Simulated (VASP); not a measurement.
# SiC (Moissanite) (P6_3mc) in VASP: further runs

SiC (Moissanite) is run at these levels: PBEsol+D3(BJ), revPBE; tasks: relaxation of cell and atoms.

All numbers are computed with VASP 6.6.1; they aren't measurements. Logs are shortened: lines on timing, memory, paths and dates and some standing lists are left out, and cuts for length are marked.

## Step 1: The cell of the first run

It takes space group P6_3mc (No. 186, hexagonal). The conventional cell has a = 3.076 Å, b = 3.076 Å, c = 5.048 Å, α = 90.00°, β = 90.00°, γ = 120.00°. Within 2.5 Å of Si (site symmetry 3m) lie 4 C at 1.87 to 1.94 Å. Within 2.5 Å of C (site symmetry 3m) lie 4 Si at 1.87 to 1.94 Å.

## Step 2: Relaxation of cell and atoms, PBEsol+D3(BJ)

Contents of INCAR:

```
ALGO = Normal ; EDIFF = 1E-7
EDIFFG = -0.01 ; ENCUT = 600
GGA = PS ; IBRION = 2
ISIF = 3 ; ISMEAR = -1
IVDW = 12 ; LASPH = T
LCHARG = F ; LREAL = F
LWAVE = F ; NELM = 80
NSW = 60 ; PREC = Accurate
SIGMA = 0.05
```

Contents of KPOINTS:

```
k-points
0
Gamma
  10 10 5
```

Contents of POSCAR:

```
SiC
1.0
    3.0760000000      0.0000000000      0.0000000000
   -1.5380000000      2.6638941420      0.0000000000
    0.0000000000      0.0000000000      5.0480000000
Si C
2 2
Direct
    0.6666666667      0.3333333333      0.5000000000
    0.3333333333      0.6666666667      0.0000000000
    0.6666666667      0.3333333333      0.8850000000
    0.3333333333      0.6666666667      0.3850000000
```

Potentials or basis: VASP PAW PBE potentials, release 64 (Si, C).

The run is started by

```console
cat potpaw_PBE.64/Si/POTCAR potpaw_PBE.64/C/POTCAR > POTCAR
mpirun -np 1 vasp_std > vasp.out
```

OUTCAR:

```text
EDIFF = 1E-7
   EDIFFG = -0.01
   ENCUT = 600
   GGA = PS
   IBRION = 2
   ISIF = 3
   ISMEAR = -1
   IVDW = 12
   LASPH = T
   LREAL = F
   NELM = 80
   NSW = 60
   PREC = Accurate
 IVDW          = 12

 ion  position               nearest neighbor table
   1  0.667  0.333  0.500-   4 1.87   4 1.87   4 1.87   3 1.94   2 3.09   2 3.09   2 3.09   2 3.09
                             2 3.09   2 3.09
   2  0.333  0.667  0.000-   3 1.87   3 1.87   3 1.87   4 1.94   1 3.09   1 3.09   1 3.09   1 3.09
                             1 3.09   1 3.09
   3  0.667  0.333  0.885-   2 1.87   2 1.87   2 1.87   1 1.94
   4  0.333  0.667  0.385-   1 1.87   1 1.87   1 1.87   2 1.94

  LATTYP: Found a hexagonal cell.
 ALAT       =     3.0760000000
 C/A-ratio  =     1.6410923277

  Lattice vectors:

 A1 = (   3.0760000000,   0.0000000000,   0.0000000000)
 A2 = (  -1.5380000000,   2.6638941420,   0.0000000000)
 A3 = (   0.0000000000,   0.0000000000,   5.0480000000)

Analysis of symmetry for initial positions (statically):
=====================================================================
 Subroutine PRICEL returns:
 Original cell was already a primitive cell.

 Routine SETGRP: Setting up the symmetry group for a
 hexagonal supercell.

 Subroutine GETGRP returns: Found 12 space group operations
 (whereof  6 operations were pure point group operations)
 out of a pool of 24 trial point group operations.

The static configuration has the point symmetry C_3v.
 The point group associated with its full space group is C_6v.

Analysis of symmetry for dynamics (positions and initial velocities):
=====================================================================
 Subroutine PRICEL returns:
 Original cell was already a primitive cell.

 Routine SETGRP: Setting up the symmetry group for a
 hexagonal supercell.

 Subroutine GETGRP returns: Found 12 space group operations
 (whereof  6 operations were pure point group operations)
 out of a pool of 24 trial point group operations.

The dynamic configuration has the point symmetry C_3v.
 The point group associated with its full space group is C_6v.

 Subroutine INISYM returns: Found 12 space group operations
 (whereof  6 operations are pure point group operations),
 and found     1 'primitive' translations

----------------------------------------------------------------------------------------

                                     Primitive cell

  volume of cell :      41.3640

  direct lattice vectors                    reciprocal lattice vectors
     3.076000000  0.000000000  0.000000000     0.325097529  0.187695146  0.000000000
    -1.538000000  2.663894142  0.000000000     0.000000000  0.375390292  0.000000000
     0.000000000  0.000000000  5.048000000     0.000000000  0.000000000  0.198098257

  length of vectors
     3.076000000  3.076000000  5.048000000     0.375390292  0.375390292  0.198098257

  position of ions in fractional coordinates (direct lattice)
     0.666666667  0.333333333  0.500000000
     0.333333333  0.666666667  0.000000000
     0.666666667  0.333333333  0.885000000
     0.333333333  0.666666667  0.385000000

  ion indices of the primitive-cell ions
   primitive index   ion index
                 1           1
                 2           2
                 3           3
                 4           4

----------------------------------------------------------------------------------------

 KPOINTS: k-points

Automatic generation of k-mesh.
 Grid dimensions read from file:
 generate k-points for:   10   10    5

 Generating k-lattice:

  Cartesian coordinates                     Fractional coordinates (reciprocal lattice)
     0.032509753  0.018769515  0.000000000     0.100000000  0.000000000  0.000000000
     0.000000000  0.037539029  0.000000000     0.000000000  0.100000000  0.000000000
     0.000000000  0.000000000  0.039619651     0.000000000  0.000000000  0.200000000

  Length of vectors
     0.037539029  0.037539029  0.039619651

  Shift w.r.t. Gamma in fractional coordinates (k-lattice)
     0.000000000  0.000000000  0.000000000

 Subroutine IBZKPT returns following result:
 ===========================================

 Found     42 irreducible k-points:

 Following reciprocal coordinates:
            Coordinates               Weight
  0.000000  0.000000  0.000000      1.000000
  0.100000 -0.000000  0.000000      6.000000
  0.200000 -0.000000  0.000000      6.000000
  0.300000  0.000000  0.000000      6.000000
  0.400000 -0.000000  0.000000      6.000000
  0.500000  0.000000  0.000000      3.000000
[... 16 lines left out ...]
  0.300000  0.100000  0.200000     24.000000
  0.400000  0.100000  0.200000     24.000000
 [... further k-points ...]
   k-points           NKPTS =     42   k-points in BZ     NKDIM =     42   number of bands    NBANDS=     12
   number of dos      NEDOS =    301   number of ions     NIONS =      4
   total plane-waves  NPLWV =  31360
   dimension x,y,z NGX =    28 NGY =   28 NGZ =   40
   dimension x,y,z NGXF=    56 NGYF=   56 NGZF=   80
   ions per type =               2   2
   NGX,Y,Z   is equivalent  to a cutoff of  15.13, 15.13, 13.17 a.u.
   NGXF,Y,Z  is equivalent  to a cutoff of  30.27, 30.27, 26.35 a.u.
 SYSTEM =  unknown system
   PREC   = accura    normal or accurate (medium, high low for compatibility)
   ISTART =      0    job   : 0-new  1-cont  2-samecut
   ICHARG =      2    charge: 1-file 2-atom 10-const
   ISPIN  =      1    spin polarized calculation?
   LNONCOLLINEAR =      F non collinear calculations
   LSORBIT =      F    spin-orbit coupling
   LASPH  =      T    aspherical Exc in radial PAW
   ENCUT  =  600.0 eV  44.10 Ry    6.64 a.u.   6.14  6.14 10.08*2*pi/ulx,y,z
   NELM   =     80;   NELMIN=  2; NELMDL= -5     # of ELM steps
   EDIFF  = 0.1E-06   stopping-criterion for ELM
   LREAL  =      F    real-space projection
   EDIFFG = -.1E-01   stopping-criterion for IOM
   NSW    =     60    number of steps for IOM
   IBRION =      2    ionic relax: 0-MD 1-quasi-New 2-CG
   NFREE  =      1    steps in history (QN), initial steepest desc. (CG)
   ISIF   =      3    stress and relaxation
   ISYM   =      2    0-nonsym 1-usesym 2-fastsym
   POTIM  = 0.5000    time-step for ionic-motion
   TEBEG  =    0.0;   TEEND  =   0.0 temperature during run
   PSTRESS=    0.0 pullay stress
   NELECT =      16.0000    total number of electrons
   NUPDOWN=      -1.0000    fix difference up-down
   EMIN   =  10.00;   EMAX   =-10.00  energy-range for DOS
   EFERMI =   0.00;   METHOD = LEGACY
   ISMEAR =    -1;   SIGMA  =   0.05  broadening in eV -4-tet -1-fermi 0-gaus
   EFERMI_NEDOS =   21; number of points for ismear=-14 and -15
   IALGO  =     38    algorithm
   IMIX   =      4    mixing-type and parameters
     AMIX     =   0.40;   BMIX     =  1.00
     AMIX_MAG =   1.60;   BMIX_MAG =  1.00
  volume/ion in A,a.u.               =      10.34        69.78
  Fermi-wavevector in a.u.,A,eV,Ry     =   1.192817  2.254098 19.358549  1.422813
  Thomas-Fermi vector in A             =   2.328847
   LORBIT       =      0    0 simple, 1 ext, 2 COOP (PROOUT), +10 PAW based schemes
   GGA     = PS    functional components
   LHFCALC =     F    Hartree Fock is set to
   AEXX    =    0.0000 exact exchange contribution
   IVDW    =    12    specifies the selected vdW correction
   LEPSILON=     F    determine dielectric tensor
   LRPA    =     F    only Hartree local field effects (RPA)
 conjugate gradient relaxation of ions
 non-spin polarized calculation
  energy-cutoff  :      600.00
  volume of cell :       41.36
 maximum number of plane-waves:      1398
 NGX is ok and might be reduce to    28
   NGX = 13   NGY = 13   NGZ = 21

--------------------------------------- Ionic step        1  -------------------------------------------

 number of electron      16.0000001 magnetization

 Free energy of the ion-electron system (eV)
  ---------------------------------------------------
  ext. energy  EPLUGINS =         0.00000000
  ---------------------------------------------------
  free energy    TOTEN  =       -31.78814874 eV

  energy without entropy =      -31.78814874  energy(sigma->0) =      -31.78814874

------------------------ aborting loop because EDIFF is reached ----------------------------------------

 Edisp (eV)   -0.96842

 E8    (eV) :    -0.5755

  FORCE on cell =-STRESS in cart. coord.  units (eV):
  Direction    XX          YY          ZZ          XY          YZ          ZX
  --------------------------------------------------------------------------------------
  -------------------------------------------------------------------------------------
  Total      -0.42957    -0.42957    -1.70831     0.00000     0.00000     0.00000
  in kB     -16.63889   -16.63889   -66.16913     0.00000     0.00000     0.00000
  external pressure =      -33.15 kB  Pullay stress =        0.00 kB
[... 275 lines left out ...]
  energy  without entropy=      -32.8002068321  energy(sigma->0) =      -32.80020683

--------------------------------------- Ionic step        8  -------------------------------------------

 number of electron      15.9999999 magnetization

 Free energy of the ion-electron system (eV)
  ---------------------------------------------------
  ext. energy  EPLUGINS =         0.00000000
  ---------------------------------------------------
  free energy    TOTEN  =       -31.81575608 eV

  energy without entropy =      -31.81575608  energy(sigma->0) =      -31.81575608

 E-fermi :   9.4169     XC(G=0): -11.5693

 val. band max:        8.3937914282   @ k =   0.0000   0.0000   0.0000
 cond. band min:      10.6401474991   @ k =   0.3000   0.3000   0.0000
 fundamental gap:      2.2463560708
 Fermi energy:         9.4168773348

 k-point     1 :       0.0000    0.0000    0.0000
  band No.  band energies     occupation
      1      -7.3268      2.00000
      2      -3.6598      2.00000
      3      -0.4633      2.00000
      4       7.0631      2.00000
      5       7.0631      2.00000
      6       8.2805      2.00000
      7       8.3938      2.00000
      8       8.3938      2.00000
      9      13.2684      0.00000
     10      14.7174      0.00000
     11      15.0831      0.00000
     12      15.0831      0.00000
[... 331 lines left out ...]
 k-point    24 :       0.4000    0.1000    0.2000
  band No.  band energies     occupation
      1      -3.8996      2.00000
      2      -2.3395      2.00000
      3       0.1852      2.00000
      4       1.7175      2.00000
      5       3.6234      2.00000
      6       4.5734      2.00000
      7       5.8556      2.00000
      8       6.3540      2.00000
      9      11.9666      0.00000
     10      12.3650      0.00000
     11      15.3551      0.00000
     12      15.7591      0.00000

 [... further k-points ...]

------------------------ aborting loop because EDIFF is reached ----------------------------------------

 Edisp (eV)   -0.98449

 E8    (eV) :    -0.5851

  FORCE on cell =-STRESS in cart. coord.  units (eV):
  Direction    XX          YY          ZZ          XY          YZ          ZX
  --------------------------------------------------------------------------------------
  -------------------------------------------------------------------------------------
  Total       0.00245     0.00245     0.00145     0.00000     0.00000     0.00000
  in kB       0.09650     0.09650     0.05695     0.00000     0.00000     0.00000
  external pressure =        0.08 kB  Pullay stress =        0.00 kB
[... 19 lines left out ...]
  FREE ENERGIE OF THE ION-ELECTRON SYSTEM (eV)
  ---------------------------------------------------
  free  energy   TOTEN  =       -32.8002471788 eV

  energy  without entropy=      -32.8002471788  energy(sigma->0) =      -32.80024718

 reached required accuracy - stopping structural energy minimisation
```

Wall time 86 s (1 thread of AMD EPYC 9R45 (Zen 5), shared host); peak memory 0.17 GiB.

What came out:

- Free energy: -32.8002 eV
- Relaxed volume: 10.17 Å³/atom
- Relaxed cell: a = 3.060 Å, b = 3.060 Å, c = 5.020 Å, α = 90.00°, β = 90.00°, γ = 120.00°
- Space group after relaxing (to 0.05 Å): P6_3mc (No. 186)
- Energy gained by relaxing: 10.9 meV/atom
- Ionic steps: 8
- Pressure after relaxing: 0.0 GPa
- Band gap on the k mesh: 2.25 eV, indirect (least direct gap 3.88 eV)
- Dispersion energy per atom: -0.246 eV

Step by step:
| step | energy change (eV) | largest force (eV/Å) | pressure (GPa) | volume (Å³) |
| --- | --- | --- | --- | --- |
| 1 | 0.0000 | 0.7504 | -3.31 | 41.36 |
| 2 | -0.0014 | 0.7489 | 3.79 | 40.09 |
| 3 | -0.0406 | 0.0771 | 0.00 | 40.69 |
| 4 | -0.0407 | 0.0611 | 0.08 | 40.68 |
| 5 | -0.0436 | 0.0066 | 0.35 | 40.64 |
| 6 | -0.0436 | 0.0026 | 0.31 | 40.64 |
| 7 | -0.0436 | 0.0021 | -0.26 | 40.74 |
| 8 | -0.0437 | 0.0001 | 0.01 | 40.70 |

Final structure:
```cif
data_structure
_symmetry_space_group_name_H-M 'P 1'
_symmetry_Int_Tables_number 1
_cell_length_a 3.0595
_cell_length_b 3.0595
_cell_length_c 5.0201
_cell_angle_alpha 90.000
_cell_angle_beta 90.000
_cell_angle_gamma 120.000
_cell_volume 40.70
loop_
_atom_site_label
_atom_site_type_symbol
_atom_site_fract_x
_atom_site_fract_y
_atom_site_fract_z
_atom_site_occupancy
Si1 Si 0.66667 0.33333 0.50460 1
Si2 Si 0.33333 0.66667 0.00460 1
C1 C 0.66667 0.33333 0.88040 1
C2 C 0.33333 0.66667 0.38040 1
```

Caveat: the PAW data sets were made with another functional, which shifts forces and pressure a little.

## Step 3: Relaxation of cell and atoms, revPBE

Contents of INCAR:

```
PREC = Accurate
ENCUT = 600
EDIFF = 1E-6
ISMEAR = -1
SIGMA = 0.05
LREAL = False
LASPH = True
NELM = 60
ALGO = Normal
ISIF = 3
LWAVE = False
LCHARG = False
GGA = RE
IBRION = 2
NSW = 60
EDIFFG = -0.01
```

Contents of KPOINTS:

```
regular mesh
0
Gamma
  10 10 5
```

POSCAR is that of step 2.

Potentials or basis: VASP PAW PBE potentials, release 64 (Si, C).

The run is started by

```console
cat potpaw_PBE.64/Si/POTCAR potpaw_PBE.64/C/POTCAR > POTCAR
mpirun -np 1 vasp_std > vasp.out
```

It took 60 s on 1 thread of AMD EPYC 9R45 (Zen 5), shared host; peak memory 0.15 GiB.

Results (log left out):

| Quantity | Value |
| --- | --- |
| Free energy | -28.8931 eV |
| Relaxed volume | 10.59 Å³/atom |
| Relaxed cell | a = 3.101 Å, b = 3.101 Å, c = 5.088 Å, α = 90.00°, β = 90.00°, γ = 120.00° |
| Space group after relaxing (to 0.05 Å) | P6_3mc (No. 186) |
| Energy gained by relaxing | 13.2 meV/atom |
| Ionic steps | 6 |
| Pressure after relaxing | 0.1 GPa |
| Largest force after relaxing | 0.006 eV/Å |
| Band gap on the k mesh | 2.50 eV, indirect (least direct gap 3.95 eV) |

Forces in eV/Å, atoms in the order of the input:
```
Si   0.000  0.000  0.006
Si   0.000  0.000  0.006
C    0.000  0.000 -0.006
C    0.000  0.000 -0.006
```

The path:
```tsv
step	energy change (eV)	largest force (eV/Å)	pressure (GPa)	volume (Å³)
1	0.0000	0.7572	5.59	41.36
2	-0.0012	0.6209	-5.15	43.56
3	-0.0497	0.0883	-0.36	42.46
4	-0.0528	0.0164	-0.13	42.41
5	-0.0529	0.0061	-0.15	42.42
6	-0.0529	0.0057	0.11	42.36
```

Final structure:
```yaml
crystal:
  lattice:
    - [3.10057, 0.00000, 0.00000]
    - [-1.55029, 2.68518, 0.00000]
    - [0.00000, 0.00000, 5.08812]
  atoms:
    - { symbol: Si, position: [0.66667, 0.33333, 0.50453] }
    - { symbol: Si, position: [0.33333, 0.66667, 0.00453] }
    - { symbol: C, position: [0.66667, 0.33333, 0.88047] }
    - { symbol: C, position: [0.33333, 0.66667, 0.38047] }
```

Levels at points of the mesh, in eV from the valence-band top:
```tsv
k point	band 6	band 7	band 8	band 9	band 10	band 11
(0.00, 0.00, 0.00)	-0.10	0.00	0.00	4.63	5.98	6.56
(0.50, 0.00, 0.00)	-3.27	-3.20	-1.18	2.77	4.22	6.73
```

Caveat: the PAW data sets were made with another functional, which shifts forces and pressure a little.
